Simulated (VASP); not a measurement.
# MgO (Cm) in VASP: single point with PBE

Aim: the single point of MgO with PBE.

All numbers are computed with VASP 6.6.1; they aren't measurements. Logs are shortened: lines on timing, memory, paths and dates and some standing lists are left out, and cuts for length are marked.

### 1 The cell of the first run

It takes space group Cm (No. 8, monoclinic). The conventional cell has a = 5.875 Å, b = 5.360 Å, c = 5.088 Å, α = 90.00°, β = 90.00°, γ = 90.00°. Within 3.1 Å of Mg (site symmetry m) lie 6 O at 2.12 to 2.26 Å and 8 Mg at 2.68 to 3.04 Å. Within 3.0 Å of Mg (site symmetry m) lie 6 O at 2.16 Å and 8 Mg at 2.68 to 2.94 Å. Within 3.1 Å of Mg (site symmetry m) lie 6 O at 2.16 Å and 8 Mg at 2.68 to 3.04 Å. Within 3.1 Å of Mg (site symmetry m) lie 6 O at 2.16 Å and 8 Mg at 2.68 to 3.04 Å. O (site symmetry 1) has 6 Mg at 2.12 to 2.16 Å and 2 O at 2.68 Å within 2.8 Å. O (site symmetry 1) has 6 Mg at 2.12 to 2.26 Å and 2 O at 2.68 Å within 2.8 Å.

### 2 Single point, PBE (atom 1 (Mg) moved -0.120 Å along Cartesian [0 1 0])

Input file INCAR:

```
SYSTEM = MgO
ALGO = Normal
EDIFF = 1E-6
ENCUT = 520
GGA = PE
ISIF = 2
ISMEAR = 0
LASPH = .TRUE.
LCHARG = .FALSE.
LREAL = .FALSE.
LWAVE = .FALSE.
NBANDS = 26
NELM = 60
PREC = Accurate
SIGMA = 0.05
```

Input file KPOINTS:

```
k-points
0
G
  6 6 6
  0 0 0
```

Input file POSCAR:

```
MgO
1.0
    1.4688622380      2.5441440255      2.6797873418
   -1.4688622380     -2.5441440255      2.6797873418
    4.4065867139     -2.5441440255      0.0000000000
Mg O
4 4
Direct
    0.4823123221      0.5176876779      0.0117917853
    0.2500000000      0.7500000000      0.5000000000
    0.7500000000      0.2500000000      0.5000000000
    0.0000000000      0.0000000000      0.0000000000
    0.7500000000      0.7500000000      0.3333333333
    0.5000000000      1.0000000000      0.8333333333
    0.0000000000      0.5000000000      0.8333333333
    0.2500000000      0.2500000000      0.3333333333
```

Potentials or basis: VASP PAW PBE potentials, release 64 (Mg, O).

Launch:

```sh
cat potpaw_PBE.64/Mg/POTCAR potpaw_PBE.64/O/POTCAR > POTCAR
mpirun -np 1 vasp_std > vasp.out
```

OUTCAR:

```text
SYSTEM = MgO
   EDIFF = 1E-6
   ENCUT = 520
   GGA = PE
   ISIF = 2
   ISMEAR = 0
   LASPH = .TRUE.
   LREAL = .FALSE.
   NELM = 60
   PREC = Accurate

 ion  position               nearest neighbor table
   1  0.482  0.518  0.012-   5 2.12   8 2.12   7 2.12   6 2.12   7 2.26   6 2.26   4 2.68   4 2.68
                             2 2.83   4 2.83   3 2.94   2 2.94   4 3.04   3 3.04
   2  0.250  0.750  0.500-   6 2.16   7 2.16   5 2.16   8 2.16   8 2.16   5 2.16   3 2.68   3 2.68
                             1 2.83   4 2.94   4 2.94   3 2.94   3 2.94   1 2.94
   3  0.750  0.250  0.500-   6 2.16   7 2.16   8 2.16   5 2.16   5 2.16   8 2.16   2 2.68   2 2.68
                             4 2.94   4 2.94   2 2.94   2 2.94   1 2.94   1 3.04
   4  0.000  0.000  0.000-   5 2.16   8 2.16   6 2.16   7 2.16   7 2.16   6 2.16   1 2.68   1 2.68
                             1 2.83   2 2.94   3 2.94   3 2.94   2 2.94   1 3.04
   5  0.750  0.750  0.333-   1 2.12   4 2.16   3 2.16   2 2.16   3 2.16   2 2.16
   6  0.500  0.000  0.833-   1 2.12   2 2.16   3 2.16   4 2.16   4 2.16   1 2.26
   7  0.000  0.500  0.833-   1 2.12   2 2.16   3 2.16   4 2.16   4 2.16   1 2.26
   8  0.250  0.250  0.333-   1 2.12   4 2.16   2 2.16   3 2.16   2 2.16   3 2.16

  LATTYP: Found a base centered orthorhombic cell.
 ALAT       =     5.3595746836
 B/A-ratio  =     1.0962528370
 C/A-ratio  =     0.9493828058

  Lattice vectors:

 A1 = (   1.4688622380,   2.5441440255,   2.6797873418)
 A2 = (  -1.4688622380,  -2.5441440255,   2.6797873418)
 A3 = (   4.4065867139,  -2.5441440255,   0.0000000000)

Analysis of symmetry for initial positions (statically):
=====================================================================
 Subroutine PRICEL returns:
 Original cell was already a primitive cell.

 Routine SETGRP: Setting up the symmetry group for a
 base centered orthorhombic supercell.

 Subroutine GETGRP returns: Found  2 space group operations
 (whereof  2 operations were pure point group operations)
 out of a pool of  8 trial point group operations.

The static configuration has the point symmetry C_1h.

Analysis of symmetry for dynamics (positions and initial velocities):
=====================================================================
 Subroutine PRICEL returns:
 Original cell was already a primitive cell.

 Routine SETGRP: Setting up the symmetry group for a
 base centered orthorhombic supercell.

 Subroutine GETGRP returns: Found  2 space group operations
 (whereof  2 operations were pure point group operations)
 out of a pool of  8 trial point group operations.

The dynamic configuration has the point symmetry C_1h.

 Subroutine INISYM returns: Found  2 space group operations
 (whereof  2 operations are pure point group operations),
 and found     1 'primitive' translations

----------------------------------------------------------------------------------------

                                     Primitive cell

  volume of cell :      80.1149

  direct lattice vectors                    reciprocal lattice vectors
     1.468862238  2.544144026  2.679787342     0.085099880  0.147397316  0.186581969
    -1.468862238 -2.544144026  2.679787342    -0.085099880 -0.147397316  0.186581969
     4.406586714 -2.544144026  0.000000000     0.170199760 -0.098264877  0.000000000

  length of vectors
     3.976365840  3.976365840  5.088288051     0.252548588  0.252548588  0.196529754

  position of ions in fractional coordinates (direct lattice)
     0.482312322  0.517687678  0.011791785
     0.250000000  0.750000000  0.500000000
     0.750000000  0.250000000  0.500000000
     0.000000000  0.000000000  0.000000000
     0.750000000  0.750000000  0.333333333
     0.500000000  0.000000000  0.833333333
     0.000000000  0.500000000  0.833333333
     0.250000000  0.250000000  0.333333333

  ion indices of the primitive-cell ions
   primitive index   ion index
                 1           1
                 2           2
                 3           3
                 4           4
                 5           5
                 6           6
                 7           7
                 8           8

----------------------------------------------------------------------------------------

 KPOINTS: k-points

Automatic generation of k-mesh.
 Grid dimensions read from file:
 generate k-points for:    6    6    6

 Generating k-lattice:

  Cartesian coordinates                     Fractional coordinates (reciprocal lattice)
     0.014183313  0.024566219  0.031096995     0.166666667  0.000000000  0.000000000
    -0.014183313 -0.024566219  0.031096995     0.000000000  0.166666667 -0.000000000
     0.028366627 -0.016377480  0.000000000     0.000000000  0.000000000  0.166666667

  Length of vectors
     0.042091431  0.042091431  0.032754959

  Shift w.r.t. Gamma in fractional coordinates (k-lattice)
     0.000000000  0.000000000  0.000000000

 Subroutine IBZKPT returns following result:
 ===========================================

 Found     68 irreducible k-points:

 Following reciprocal coordinates:
            Coordinates               Weight
  0.000000  0.000000  0.000000      1.000000
  0.166667  0.000000  0.000000      4.000000
  0.333333  0.000000  0.000000      4.000000
  0.500000  0.000000  0.000000      2.000000
  0.166667  0.166667  0.000000      2.000000
  0.333333  0.166667 -0.000000      4.000000
[... 16 lines left out ...]
  0.500000  0.166667  0.166667      4.000000
  0.500000 -0.166667  0.166667      4.000000
 [... further k-points ...]
   k-points           NKPTS =     68   k-points in BZ     NKDIM =     68   number of bands    NBANDS=     26
   number of dos      NEDOS =    301   number of ions     NIONS =      8
   total plane-waves  NPLWV =  36000
   dimension x,y,z NGX =    30 NGY =   30 NGZ =   40
   dimension x,y,z NGXF=    60 NGYF=   60 NGZF=   80
   ions per type =               4   4
   NGX,Y,Z   is equivalent  to a cutoff of  12.54, 12.54, 13.07 a.u.
   NGXF,Y,Z  is equivalent  to a cutoff of  25.09, 25.09, 26.14 a.u.
 SYSTEM =  MgO
   PREC   = accura    normal or accurate (medium, high low for compatibility)
   ISTART =      0    job   : 0-new  1-cont  2-samecut
   ICHARG =      2    charge: 1-file 2-atom 10-const
   ISPIN  =      1    spin polarized calculation?
   LNONCOLLINEAR =      F non collinear calculations
   LSORBIT =      F    spin-orbit coupling
   LASPH  =      T    aspherical Exc in radial PAW
   ENCUT  =  520.0 eV  38.22 Ry    6.18 a.u.   7.39  7.39  9.46*2*pi/ulx,y,z
   NELM   =     60;   NELMIN=  2; NELMDL= -5     # of ELM steps
   EDIFF  = 0.1E-05   stopping-criterion for ELM
   LREAL  =      F    real-space projection
   EDIFFG = 0.1E-04   stopping-criterion for IOM
   NSW    =      0    number of steps for IOM
   IBRION =     -1    ionic relax: 0-MD 1-quasi-New 2-CG
   NFREE  =      0    steps in history (QN), initial steepest desc. (CG)
   ISIF   =      2    stress and relaxation
   ISYM   =      2    0-nonsym 1-usesym 2-fastsym
   POTIM  = 0.5000    time-step for ionic-motion
   TEBEG  =    0.0;   TEEND  =   0.0 temperature during run
   PSTRESS=    0.0 pullay stress
   NELECT =      32.0000    total number of electrons
   NUPDOWN=      -1.0000    fix difference up-down
   EMIN   =  10.00;   EMAX   =-10.00  energy-range for DOS
   EFERMI =   0.00;   METHOD = LEGACY
   ISMEAR =     0;   SIGMA  =   0.05  broadening in eV -4-tet -1-fermi 0-gaus
   EFERMI_NEDOS =   21; number of points for ismear=-14 and -15
   IALGO  =     38    algorithm
   IMIX   =      4    mixing-type and parameters
     AMIX     =   0.40;   BMIX     =  1.00
     AMIX_MAG =   1.60;   BMIX_MAG =  1.00
  volume/ion in A,a.u.               =      10.01        67.58
  Fermi-wavevector in a.u.,A,eV,Ry     =   1.205648  2.278344 19.777247  1.453587
  Thomas-Fermi vector in A             =   2.341338
   LORBIT       =      0    0 simple, 1 ext, 2 COOP (PROOUT), +10 PAW based schemes
   GGA     = PE    functional components
   LHFCALC =     F    Hartree Fock is set to
   AEXX    =    0.0000 exact exchange contribution
   IVDW    =     0    specifies the selected vdW correction
   LEPSILON=     F    determine dielectric tensor
   LRPA    =     F    only Hartree local field effects (RPA)
 non-spin polarized calculation
 Gauss-broadening in eV      SIGMA  =   0.05
  energy-cutoff  :      520.00
  volume of cell :       80.11
 maximum number of plane-waves:      2178
 NGX is ok and might be reduce to    30
   NGX = 15   NGY = 15   NGZ = 19

 number of electron      31.9999989 magnetization

 Free energy of the ion-electron system (eV)
  ---------------------------------------------------
  ext. energy  EPLUGINS =         0.00000000
  ---------------------------------------------------
  free energy    TOTEN  =       -44.86729743 eV

  energy without entropy =      -44.86729743  energy(sigma->0) =      -44.86729743

 E-fermi :   3.6525     XC(G=0): -10.7332

 val. band max:        3.3938665382   @ k =   0.5000   0.5000   0.0000
 cond. band min:       6.2939749118   @ k =   0.0000   0.0000   0.0000
 fundamental gap:      2.9001083736
 Fermi energy:         3.6525220557

 k-point     1 :       0.0000    0.0000    0.0000
  band No.  band energies     occupation
      1     -14.1428      2.00000
      2     -13.0849      2.00000
      3     -12.4539      2.00000
      4     -12.2380      2.00000
      5      -1.5815      2.00000
      6      -0.5602      2.00000
[... 18 lines left out ...]
     25      16.1537      0.00000
     26      16.2135      0.00000

 k-point     2 :       0.1667    0.0000    0.0000
  band No.  band energies     occupation
      1     -14.0366      2.00000
      2     -13.0228      2.00000
      3     -12.5811      2.00000
      4     -12.2792      2.00000
      5      -1.4188      2.00000
      6      -0.5698      2.00000
[... 18 lines left out ...]
     25      16.1388      0.00000
[... 608 lines left out ...]
     25      16.5839      0.00000
     26      17.0779      0.00000

 k-point    24 :       0.5000   -0.1667    0.1667
  band No.  band energies     occupation
      1     -13.3134      2.00000
      2     -13.1967      2.00000
      3     -12.8123      2.00000
      4     -12.5372      2.00000
      5      -0.8056      2.00000
      6      -0.5901      2.00000
[... 18 lines left out ...]
     25      16.5011      0.00000
     26      17.1177      0.00000

 [... further k-points ...]

------------------------ aborting loop because EDIFF is reached ----------------------------------------

  FORCE on cell =-STRESS in cart. coord.  units (eV):
  Direction    XX          YY          ZZ          XY          YZ          ZX
  --------------------------------------------------------------------------------------
  -------------------------------------------------------------------------------------
  Total       -0.2033734     -0.0757196     -0.2966554      0.0071596      0.0000000      0.0000000
  in kB       -4.0671628     -1.5142784     -5.9326649      0.1431812      0.0000000      0.0000000
  external PRESSURE =      -3.8380354 kB  Pullay stress =       0.0000000 kB

 VOLUME and BASIS-vectors are now :
 -----------------------------------------------------------------------------
  energy-cutoff  :      520.00
  volume of cell :       80.11
      direct lattice vectors                 reciprocal lattice vectors
     1.468862238  2.544144026  2.679787342     0.085099880  0.147397316  0.186581969
    -1.468862238 -2.544144026  2.679787342    -0.085099880 -0.147397316  0.186581969
     4.406586714 -2.544144026  0.000000000     0.170199760 -0.098264877  0.000000000

 POSITION                                       TOTAL-FORCE (eV/Angst)
 -----------------------------------------------------------------------------------
      0.00000     -0.12000      2.67979        -0.109994      0.890720      0.000000
      1.46886     -2.54414      2.67979         0.266904     -0.207257      0.000000
      2.93772      0.00000      2.67979         0.156729     -0.176513      0.000000
      0.00000      0.00000      0.00000        -0.316257     -0.166297      0.000000
      1.46886     -0.84805      4.01968        -0.002806     -0.059545      0.029037
      4.40659     -0.84805      1.33989         0.004116     -0.110782     -0.019851
      2.93772     -3.39219      1.33989         0.004116     -0.110782      0.019851
      1.46886     -0.84805      1.33989        -0.002806     -0.059545     -0.029037
 -----------------------------------------------------------------------------------
    total drift:                               -0.000179     -0.000072     -0.000000

  FREE ENERGIE OF THE ION-ELECTRON SYSTEM (eV)
  ---------------------------------------------------
  free  energy   TOTEN  =       -44.8672974275 eV

  energy  without entropy=      -44.8672974275  energy(sigma->0) =      -44.86729743
```

Run time: 3.3 min. Hardware: 1 thread of Intel Xeon 8259CL, shared host; peak memory 0.25 GiB.

What came out:

```yaml
Free_energy: -44.8673 eV
Pressure: -0.4 GPa
Largest_force: 0.897 eV/Å
Band_gap_on_the_k_mesh: 2.90 eV
```

Forces on the atoms (eV/Å):
```
Mg  -0.110  0.891  0.000
Mg   0.267 -0.207  0.000
Mg   0.157 -0.177  0.000
Mg  -0.316 -0.166  0.000
O   -0.003 -0.060  0.029
O    0.004 -0.111 -0.020
O    0.004 -0.111  0.020
O   -0.003 -0.060 -0.029
```

Caveat: the cell differs from its parent crystal (atom 1 (Mg) moved -0.120 Å along Cartesian [0 1 0]). A k mesh can miss the band edges.
